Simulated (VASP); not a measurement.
# W (Fm-3m) in VASP: notebook

W is run at these levels: PBE; tasks: relaxation of cell and atoms.

Everything below comes from runs of VASP 6.6.1. Logs are shortened: lines on timing, memory, paths and dates and some standing lists are left out, and cuts for length are marked.

## Step 1: The cell of the first run

Symmetry: Fm-3m, No. 225, cubic system. Conventional cell: a = 4.060 Å, b = 4.060 Å, c = 4.060 Å, α = 90.00°, β = 90.00°, γ = 90.00°. Within 3.8 Å of W (site symmetry m-3m) lie 12 W at 2.87 Å.

## Step 2: Relaxation of cell and atoms, PBE, target pressure 20 GPa, at which the enthalpy is minimised

Contents of INCAR:

```
SYSTEM = W
PREC = Accurate
ENCUT = 600
EDIFF = 1E-6
ISMEAR = 1
SIGMA = 0.05
LREAL = .False.
LASPH = .True.
NELM = 80
ALGO = Normal
ISIF = 3
LWAVE = .False.
LCHARG = .False.
GGA = PE
IBRION = 2
NSW = 80
EDIFFG = -0.03
PSTRESS = 200.0
```

Contents of KPOINTS:

```
regular mesh
0
Gamma
  12 12 12
  0 0 0
```

Contents of POSCAR:

```
W
1.0
    0.0000000000      2.0300000000      2.0300000000
    2.0300000000      0.0000000000      2.0300000000
    2.0300000000      2.0300000000      0.0000000000
W
1
Direct
    0.0000000000      0.0000000000      0.0000000000
```

Potentials or basis: VASP PAW PBE potentials, release 64 (W_sv).

Run with:

```
$ cat potpaw_PBE.64/W_sv/POTCAR > POTCAR
$ mpirun -np 1 vasp_std > vasp.out
```

OUTCAR:

```text
SYSTEM = W
   PREC = Accurate
   ENCUT = 600
   EDIFF = 1E-6
   ISMEAR = 1
   LREAL = .False.
   LASPH = .True.
   NELM = 80
   ISIF = 3
   GGA = PE
   IBRION = 2
   NSW = 80
   EDIFFG = -0.03
   PSTRESS = 200.0

 ion  position               nearest neighbor table
   1  0.000  0.000  0.000-

  LATTYP: Found a face centered cubic cell.
 ALAT       =     4.0600000000

  Lattice vectors:

 A1 = (   0.0000000000,   2.0300000000,   2.0300000000)
 A2 = (   2.0300000000,   0.0000000000,   2.0300000000)
 A3 = (   2.0300000000,   2.0300000000,   0.0000000000)

Analysis of symmetry for initial positions (statically):
=====================================================================
 Subroutine PRICEL returns:
 Original cell was already a primitive cell.

 Routine SETGRP: Setting up the symmetry group for a
 face centered cubic supercell.

 Subroutine GETGRP returns: Found 48 space group operations
 (whereof 48 operations were pure point group operations)
 out of a pool of 48 trial point group operations.

The static configuration has the point symmetry O_h .

Analysis of symmetry for dynamics (positions and initial velocities):
=====================================================================
 Subroutine PRICEL returns:
 Original cell was already a primitive cell.

 Routine SETGRP: Setting up the symmetry group for a
 face centered cubic supercell.

 Subroutine GETGRP returns: Found 48 space group operations
 (whereof 48 operations were pure point group operations)
 out of a pool of 48 trial point group operations.

The dynamic configuration has the point symmetry O_h .

 Subroutine INISYM returns: Found 48 space group operations
 (whereof 48 operations are pure point group operations),
 and found     1 'primitive' translations

----------------------------------------------------------------------------------------

                                     Primitive cell

  volume of cell :      16.7309

  direct lattice vectors                    reciprocal lattice vectors
     0.000000000  2.030000000  2.030000000    -0.246305419  0.246305419  0.246305419
     2.030000000  0.000000000  2.030000000     0.246305419 -0.246305419  0.246305419
     2.030000000  2.030000000  0.000000000     0.246305419  0.246305419 -0.246305419

  length of vectors
     2.870853532  2.870853532  2.870853532     0.426613499  0.426613499  0.426613499

[... 88 lines left out ...]
   PSTRESS=  200.0 pullay stress
   NELECT =      14.0000    total number of electrons
   NUPDOWN=      -1.0000    fix difference up-down
   EMIN   =  10.00;   EMAX   =-10.00  energy-range for DOS
   EFERMI =   0.00;   METHOD = LEGACY
   ISMEAR =     1;   SIGMA  =   0.05  broadening in eV -4-tet -1-fermi 0-gaus
   EFERMI_NEDOS =   21; number of points for ismear=-14 and -15
   IALGO  =     38    algorithm
   IMIX   =      4    mixing-type and parameters
     AMIX     =   0.40;   BMIX     =  1.00
     AMIX_MAG =   1.60;   BMIX_MAG =  1.00
  volume/ion in A,a.u.               =      16.73       112.91
  Fermi-wavevector in a.u.,A,eV,Ry     =   1.542688  2.915258 32.380324  2.379887
  Thomas-Fermi vector in A             =   2.648457
   LORBIT       =      0    0 simple, 1 ext, 2 COOP (PROOUT), +10 PAW based schemes
   GGA     = PE    functional components
   LHFCALC =     F    Hartree Fock is set to
   AEXX    =    0.0000 exact exchange contribution
   IVDW    =     0    specifies the selected vdW correction
   LEPSILON=     F    determine dielectric tensor
   LRPA    =     F    only Hartree local field effects (RPA)
 conjugate gradient relaxation of ions
 non-spin polarized calculation
 Methfessel and Paxton  Order N= 1 SIGMA  =   0.05
  energy-cutoff  :      600.00
  volume of cell :       16.73
 maximum number of plane-waves:       568
   NGX = 11   NGY = 11   NGZ = 11

--------------------------------------- Ionic step        1  -------------------------------------------

 number of electron      14.0000002 magnetization

 Free energy of the ion-electron system (eV)
  ---------------------------------------------------
  ext. energy  EPLUGINS =         0.00000000
  ---------------------------------------------------
  free energy    TOTEN  =       -12.46536984 eV

  energy without entropy =      -12.46506195  energy(sigma->0) =      -12.46526721

------------------------ aborting loop because EDIFF is reached ----------------------------------------

  FORCE on cell =-STRESS in cart. coord.  units (eV):
  Direction    XX          YY          ZZ          XY          YZ          ZX
  --------------------------------------------------------------------------------------
  -------------------------------------------------------------------------------------
  Total       -0.4738421     -0.4738421     -0.4738421      0.0000000     -0.0000000      0.0000000
  in kB      -45.3759875    -45.3759875    -45.3759875      0.0000000     -0.0000000      0.0000000
  external PRESSURE =    -245.3759875 kB  Pullay stress =     200.0000000 kB
[... 135 lines left out ...]
--------------------------------------- Ionic step        5  -------------------------------------------

 number of electron      13.9999998 magnetization

 Free energy of the ion-electron system (eV)
  ---------------------------------------------------
  ext. energy  EPLUGINS =         0.00000000
  ---------------------------------------------------
  free energy    TOTEN  =       -12.41205120 eV

  energy without entropy =      -12.41187787  energy(sigma->0) =      -12.41199342

 E-fermi :  11.3175     XC(G=0): -13.7688

 val. band max:       11.3123087236   @ k =  -0.2500   0.0833   0.0000
 cond. band min:      11.3399995228   @ k =   0.5000   0.1667   0.0833
 fundamental gap:      0.0276907992
 Fermi energy:        11.3174703766

 k-point     1 :       0.0000    0.0000    0.0000
  band No.  band energies     occupation
      1     -62.2152      2.00000
      2     -25.7623      2.00000
      3     -25.7623      2.00000
      4     -25.7623      2.00000
      5       2.0272      2.00000
      6      10.7000      2.00000
      7      10.7000      2.00000
      8      10.7000      2.00000
      9      14.1043      0.00000
     10      14.1043      0.00000
     11      24.1862      0.00000
[... 309 lines left out ...]
 k-point    24 :      -0.4167    0.1667    0.0000
  band No.  band energies     occupation
      1     -62.0621      2.00000
      2     -27.0355      2.00000
      3     -26.2100      2.00000
      4     -26.0001      2.00000
      5       6.4720      2.00000
      6       9.1910      2.00000
      7      10.9439      2.00000
      8      11.3991     -0.04321
      9      16.1363      0.00000
     10      18.7016      0.00000
     11      21.9875      0.00000

 [... further k-points ...]
[... 5 lines left out ...]
  --------------------------------------------------------------------------------------
  -------------------------------------------------------------------------------------
  Total        1.9294995      1.9294995      1.9294995      0.0000000     -0.0000000     -0.0000000
  in kB      199.9583541    199.9583541    199.9583541      0.0000000     -0.0000000     -0.0000000
  external PRESSURE =      -0.0416459 kB  Pullay stress =     200.0000000 kB
[... 20 lines left out ...]
  energy  without entropy=      -12.4118778668  energy(sigma->0) =      -12.41199342

  enthalpy is  TOTEN    =       -10.4821498771 eV   P V=        1.9299013267

 reached required accuracy - stopping structural energy minimisation
```

CONTCAR:

```text
W
   1.00000000000000
     0.0000000000000000    1.9772514312527789    1.9772514312527789
     1.9772514312527789   -0.0000000000000000    1.9772514312527789
     1.9772514312527789    1.9772514312527789    0.0000000000000000
  W
     1
Direct
     0.0000000000000000    0.0000000000000000    0.0000000000000000

  0.00000000E+00  0.00000000E+00  0.00000000E+00
```

Wall time 28 s (1 thread of Intel Xeon Platinum 8488C (Sapphire Rapids), shared host); peak memory 0.16 GiB.

Results:

```
Free energy                                            : -12.4121 eV
Relaxed volume                                         : 15.46 Å³/atom
Relaxed cell                                           : a = 2.796 Å, b = 2.796 Å, c = 2.796 Å, α = 60.00°, β = 60.00°, γ = 60.00°
Space group after relaxing (to 0.05 Å)                 : Fm-3m (No. 225)
Energy change on relaxing (the enthalpy is what falls) : +53.3 meV/atom
Ionic steps                                            : 5
Pressure after relaxing                                : 20.0 GPa
Band gap on the k mesh                                 : zero (band 7 reaches 14.74 eV, above the bottom of band 8 at 10.70 eV)
```

The path:
```csv
step,energy change (eV),largest force (eV/Å),pressure (GPa),volume (Å³)
1,0.0000,0.0000,-4.54,16.73
2,2.7156,0.0000,229.79,11.26
3,0.0329,0.0000,15.66,15.64
4,0.0475,0.0000,18.85,15.51
5,0.0533,0.0000,20.00,15.46
```

Final structure:
```xyz
1
Lattice="0.0000 1.9773 1.9773 1.9773 0.0000 1.9773 1.9773 1.9773 0.0000" Properties=species:S:1:pos:R:3 pbc="T T T"
W     0.0000    0.0000    0.0000
```

Caveat: the cell is relaxed towards a set pressure, so the enthalpy falls and the energy may rise; spin-orbit coupling is left out, which moves the levels of the heavy elements.

## Step 3: Relaxation of cell and atoms, PBE, target pressure 30 GPa, at which the enthalpy is minimised

Changes to INCAR since step 2:

```diff
@@ -17,2 +17,2 @@
 EDIFFG = -0.03
-PSTRESS = 200.0
+PSTRESS = 300.0
```

Contents of KPOINTS:

```
Automatic mesh
0
Gamma
  12 12 12
  0 0 0
```

POSCAR is that of step 2.

Potentials or basis: VASP PAW PBE potentials, release 64 (W_sv).

Run with:

```
$ cat potpaw_PBE.64/W_sv/POTCAR > POTCAR
$ mpirun -np 1 vasp_std > vasp.out
```

Wall time 33 s (1 thread of Intel Xeon Platinum 8488C (Sapphire Rapids), shared host); peak memory 0.15 GiB.

Results (log left out):

```yaml
Free_energy: -12.3522 eV
Relaxed_volume: 15.08 Å³/atom
Relaxed_cell: a = 2.773 Å, b = 2.773 Å, c = 2.773 Å, α = 60.00°, β = 60.00°, γ = 60.00°
Space_group_after_relaxing_to_0.05_Å: Fm-3m (No. 225)
Energy_change_on_relaxing_the_enthalpy_is_what_falls: +113.2 meV/atom
Ionic_steps: 5
Pressure_after_relaxing: 30.0 GPa
Band_gap_on_the_k_mesh: zero (band 7 reaches 15.28 eV, above the bottom of band 8 at 11.03 eV)
```

Step by step:
```csv
step,energy change (eV),largest force (eV/Å),pressure (GPa),volume (Å³)
1,0.0000,0.0000,-4.54,16.73
2,6.5597,0.0000,473.47,9.43
3,0.0603,0.0000,21.36,15.41
4,0.0925,0.0000,26.88,15.19
5,0.1132,0.0000,30.02,15.08
```

Final structure:
```
W
1.0
     0.00000    1.96070    1.96070
     1.96070    0.00000    1.96070
     1.96070    1.96070    0.00000
W
1
Direct
  0.00000 0.00000 0.00000
```

Levels at points of the mesh, in eV from the Fermi level:
```tsv
k point	band 4	band 5	band 6	band 7	band 8	band 9	band 10	band 11
(0.00, 0.00, 0.00)	-36.98	-9.40	-0.64	-0.64	-0.64	2.89	2.89	12.92
(0.50, 0.00, 0.00)	-37.18	-6.04	-0.90	-0.90	0.96	5.70	5.70	11.67
(0.50, 0.50, 0.00)	-37.53	-6.08	-5.05	3.61	5.67	6.54	6.54	12.54
```

Caveat: the cell is relaxed towards a set pressure, so the enthalpy falls and the energy may rise; spin-orbit coupling is left out, which moves the levels of the heavy elements.

## Step 4: Relaxation of cell and atoms, PBE, target pressure 40 GPa, at which the enthalpy is minimised

Contents of INCAR:

```
PREC = Accurate
ENCUT = 600
EDIFF = 1E-6
ISMEAR = 1
SIGMA = 0.05
LREAL = F
LASPH = T
NELM = 100
ALGO = Normal
ISIF = 3
LWAVE = F
LCHARG = F
GGA = PE
IBRION = 2
NSW = 80
EDIFFG = -0.03
PSTRESS = 400.0
```

Contents of KPOINTS:

```
regular mesh
0
Gamma
  12 12 12
```

POSCAR is that of step 3.

Potentials or basis: VASP PAW PBE potentials, release 64 (W_sv).

Run with:

```
$ cat potpaw_PBE.64/W_sv/POTCAR > POTCAR
$ mpirun -np 1 vasp_std > vasp.out
```

OUTCAR:

```text
PREC = Accurate
   ENCUT = 600
   EDIFF = 1E-6
   ISMEAR = 1
   LREAL = F
   LASPH = T
   NELM = 100
   ISIF = 3
   GGA = PE
   IBRION = 2
   NSW = 80
   EDIFFG = -0.03
   PSTRESS = 400.0

 ion  position               nearest neighbor table
   1  0.000  0.000  0.000-

  LATTYP: Found a face centered cubic cell.
 ALAT       =     4.0600000000

  Lattice vectors:

 A1 = (   0.0000000000,   2.0300000000,   2.0300000000)
 A2 = (   2.0300000000,   0.0000000000,   2.0300000000)
 A3 = (   2.0300000000,   2.0300000000,   0.0000000000)

Analysis of symmetry for initial positions (statically):
[... 435 lines left out ...]
  ext. energy  EPLUGINS =         0.00000000
  ---------------------------------------------------
  free energy    TOTEN  =       -12.27338591 eV

  energy without entropy =      -12.27321511  energy(sigma->0) =      -12.27332897

 E-fermi :  12.0147     XC(G=0): -14.0528

 val. band max:       11.9903110727   @ k =  -0.2500   0.0833   0.0000
 cond. band min:      12.0242661863   @ k =  -0.4167   0.1667   0.0833
 fundamental gap:      0.0339551136
 Fermi energy:        12.0146729472

 k-point     1 :       0.0000    0.0000    0.0000
  band No.  band energies     occupation
      1     -61.4129      2.00000
      2     -24.8722      2.00000
      3     -24.8722      2.00000
      4     -24.8722      2.00000
      5       2.5056      2.00000
      6      11.3480      2.00000
      7      11.3480      2.00000
      8      11.3480      2.00000
      9      14.9965      0.00000
     10      14.9965      0.00000
     11      24.9609      0.00000
[... 309 lines left out ...]
 k-point    24 :      -0.4167    0.1667    0.0000
  band No.  band energies     occupation
      1     -61.2221      2.00000
      2     -26.3696      2.00000
      3     -25.3986      2.00000
      4     -25.1496      2.00000
      5       6.9745      2.00000
      6       9.7478      2.00000
      7      11.7435      2.00000
      8      12.0836     -0.06500
      9      17.1672      0.00000
     10      19.9053      0.00000
     11      23.4127      0.00000

 [... further k-points ...]
[... 5 lines left out ...]
  --------------------------------------------------------------------------------------
  -------------------------------------------------------------------------------------
  Total        3.6746332      3.6746332      3.6746332      0.0000000      0.0000000      0.0000000
  in kB      400.1180258    400.1180258    400.1180258      0.0000000      0.0000000      0.0000000
  external PRESSURE =       0.1180258 kB  Pullay stress =     400.0000000 kB
[... 20 lines left out ...]
  energy  without entropy=      -12.2732151089  energy(sigma->0) =      -12.27332897

  enthalpy is  TOTEN    =        -8.5998366738 eV   P V=        3.6735492339

 reached required accuracy - stopping structural energy minimisation
```

OSZICAR:

```text
N       E                     dE             d eps       ncg     rms          rms(c)
DAV:   1     0.837923543308E+02    0.83792E+02   -0.85419E+03  1584   0.158E+03
DAV:   2    -0.113769759510E+02   -0.95169E+02   -0.92370E+02  1695   0.356E+02
[... 64 lines left out ...]
       N       E                     dE             d eps       ncg     rms          rms(c)
DAV:   1    -0.122783589838E+02    0.17357E-01   -0.12094E-01  1656   0.558E+00    0.101E+00
DAV:   2    -0.122740771339E+02    0.42818E-02   -0.61154E-03  1626   0.110E+00    0.236E-01
DAV:   3    -0.122733629089E+02    0.71423E-03   -0.19421E-03  1668   0.599E-01    0.164E-01
DAV:   4    -0.122733877399E+02   -0.24831E-04   -0.50723E-05  1614   0.977E-02    0.241E-02
DAV:   5    -0.122733864018E+02    0.13381E-05   -0.34304E-06  1674   0.252E-02    0.332E-03
DAV:   6    -0.122733859077E+02    0.49409E-06   -0.51000E-08   813   0.371E-03
   8 F= -.85998367E+01 E0= -.85997797E+01  d E =-.572283E-04
```

It took 44 s on 1 thread of Intel Xeon Platinum 8488C (Sapphire Rapids), shared host; peak memory 0.16 GiB.

Results:

```
Free energy                                            : -12.2734 eV
Relaxed volume                                         : 14.71 Å³/atom
Relaxed cell                                           : a = 2.751 Å, b = 2.751 Å, c = 2.751 Å, α = 60.00°, β = 60.00°, γ = 60.00°
Space group after relaxing (to 0.05 Å)                 : Fm-3m (No. 225)
Energy change on relaxing (the enthalpy is what falls) : +192.0 meV/atom
Ionic steps                                            : 8
Pressure after relaxing                                : 40.0 GPa
Band gap on the k mesh                                 : zero (band 7 reaches 15.81 eV, above the bottom of band 8 at 11.35 eV)
```

Step by step:
```tsv
step	energy change (eV)	largest force (eV/Å)	pressure (GPa)	volume (Å³)
1	0.0000	0.0000	-4.54	16.73
2	13.3594	0.0000	926.13	7.81
3	0.0869	0.0000	25.84	15.23
4	0.1377	0.0000	33.42	14.95
5	0.1887	0.0000	39.64	14.73
6	0.1983	0.0000	40.72	14.69
7	0.1697	0.0000	37.40	14.81
8	0.1920	0.0000	40.01	14.71
```

Final structure:
```
W
1.0
     0.00000    1.94492    1.94492
     1.94492    0.00000    1.94492
     1.94492    1.94492    0.00000
W
1
Direct
  0.00000 0.00000 0.00000
```

Caveat: the cell is relaxed towards a set pressure, so the enthalpy falls and the energy may rise; spin-orbit coupling is left out, which moves the levels of the heavy elements.

## Step 5: Overview

```csv
cell,gap on the mesh (eV),pressure (GPa)
relaxed to 20 GPa,none,20.0
relaxed to 30 GPa,none,30.0
relaxed to 40 GPa,none,40.0
```

Alike in all rows: task relaxation of cell and atoms; level PBE; potentials or basis VASP PAW PBE potentials, release 64 (W_sv); no spin polarisation; k mesh 12 × 12 × 12; cutoff (eV) 600; smearing methfessel-paxton 0.05 eV.

Caveats: the cell is relaxed towards a set pressure, so the enthalpy falls and the energy may rise; spin-orbit coupling is left out, which moves the levels of the heavy elements.

Absolute energies hang on the potentials; compare differences alone.
